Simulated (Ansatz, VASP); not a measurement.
**One calculation of BP, two programs**

File POSCAR:

```
BP
1.0
    0.0000000000      2.2683156866      2.2683156866
    2.2683156866      0.0000000000      2.2683156866
    2.2683156866      2.2683156866      0.0000000000
B P
1 1
Direct
    0.0000000000      0.0000000000      0.0000000000
    0.2500000000      0.2500000000      0.2500000000
```

File INCAR.step1:

```
PREC = Accurate
ENCUT = 520
ISMEAR = 0
SIGMA = 0.01
LREAL = F
LASPH = T
NELM = 100
NBANDS = 11
GGA = PE
ALGO = Normal
EDIFF = 1E-4
LWAVE = T
LCHARG = F
```

The input INCAR.step2:

```
PREC = Accurate
ENCUT = 520
EDIFF = 1E-7
ISMEAR = 0
SIGMA = 0.01
LREAL = F
LASPH = T
NELM = 100
ALGO = Normal
ISIF = 2
LWAVE = F
LCHARG = F
METAGGA = R2SCAN
LMIXTAU = T
NBANDS = 11
ISTART = 1
```

KPOINTS

```
regular mesh
0
Gamma
  10 10 10
```

Input for Ansatz:

```yaml
crystal:
  lattice:
    - [0.0, 2.2683156866, 2.2683156866]
    - [2.2683156866, 0.0, 2.2683156866]
    - [2.2683156866, 2.2683156866, 0.0]
  atoms:
    - { symbol: B, position: [0.0, 0.0, 0.0] }
    - { symbol: P, position: [0.25, 0.25, 0.25] }
kpoints:
  mp_grid: { grid: [10, 10, 10] }
  band_path:
    path:
      - [0.0, 0.0, 0.0]
      - [-0.5, -0.5, 0.0]
      - [-0.375, -0.375, 0.25]
      - [-0.375, 0.0, 0.375]
      - [0.0, 0.0, 0.5]
      - [-0.5, -0.25, 0.25]
      - [0.0, 0.4, 0.4]
    npoints: 1
hamiltonian:
  xc: r2scan
scf:
  occupations: { method: fixed }
  n_extra_bands: 4
output:
  forces: true
  stress: true
  eigenvalues: true
```

Alike in both runs: task single point; functional r2SCAN; k mesh 10 × 10 × 10; no spin polarisation.

|  | VASP | Ansatz |
| --- | --- | --- |
| version | VASP 6.6.1 | Ansatz 0.2.0 |
| potentials or method | VASP PAW PBE potentials, release 64 (B, P) | plane waves, PAW |
| plane-wave cutoff (eV) | 520 | 500 |
| occupations | gaussian, width 0.01 eV | fixed |
| valence electrons in the cell | 8 | 8 |

|  | VASP | Ansatz | Ansatz less VASP |
| --- | --- | --- | --- |
| gap on the k mesh at the Fermi level (eV) | 1.45 | 1.42 | -0.030 |
| pressure (GPa) | -0.5 | 0.0 | +0.51 |

VASP's potentials were made for PBE, not for r2SCAN.
